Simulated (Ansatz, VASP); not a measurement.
**Two plane-wave programs on HCl**

File INCAR:

```
PREC = Accurate
ENCUT = 500
EDIFF = 1E-6
ISMEAR = 0
SIGMA = 0.05
LREAL = False
LASPH = True
NELM = 120
ALGO = Normal
ISIF = 2
LWAVE = False
LCHARG = True
GGA = PS
LELF = True
LVHAR = True
NBANDS = 11
GGA_COMPAT = False
```

Contents of KPOINTS:

```
Automatic mesh
0
Gamma
  10 10 10
```

POSCAR

```
HCl
1.0
    0.0000000000      2.5924663352      2.5924663352
    2.5924663352      0.0000000000      2.5924663352
    2.5924663352      2.5924663352      0.0000000000
H Cl
1 1
Direct
    0.0000000000      0.0000000000      0.0000000000
    0.5000000000      0.5000000000      0.5000000000
```

Input for Ansatz:

```yaml
crystal:
  lattice:
    - [0.0, 2.5924663352, 2.5924663352]
    - [2.5924663352, 0.0, 2.5924663352]
    - [2.5924663352, 2.5924663352, 0.0]
  atoms:
    - { symbol: H, position: [0.0, 0.0, 0.0] }
    - { symbol: Cl, position: [0.5, 0.5, 0.5] }
basis:
  ecutwfc: 420
  ecutrho_ratio: 4
kpoints:
  mp_grid: { grid: [10, 10, 10] }
hamiltonian:
  xc: pbesol
scf:
  occupations: { method: gaussian, width: 0.05 }
output:
  forces: true
  stress: true
  eigenvalues: true
```

Alike in both runs: task single point; functional PBEsol; k mesh 10 × 10 × 10; occupations gaussian, width 0.05 eV; no spin polarisation.

```csv
,VASP,Ansatz
version,VASP 6.6.1,Ansatz 0.2.0
potentials or method,"VASP PAW PBE potentials, release 64 (H, Cl), cutoff 500 eV","scalar-relativistic, plane waves, PAW"
valence electrons in the cell,8,8
```

|  | VASP | Ansatz | Ansatz less VASP |
| --- | --- | --- | --- |
| gap on the k mesh at the Fermi level (eV) | none | none | - |
| pressure (GPa) | -11.2 | -11.1 | +0.07 |

VASP's potentials were made for PBE, not for PBEsol. A gap of «none» marks a metal or a gap that the smearing closes.
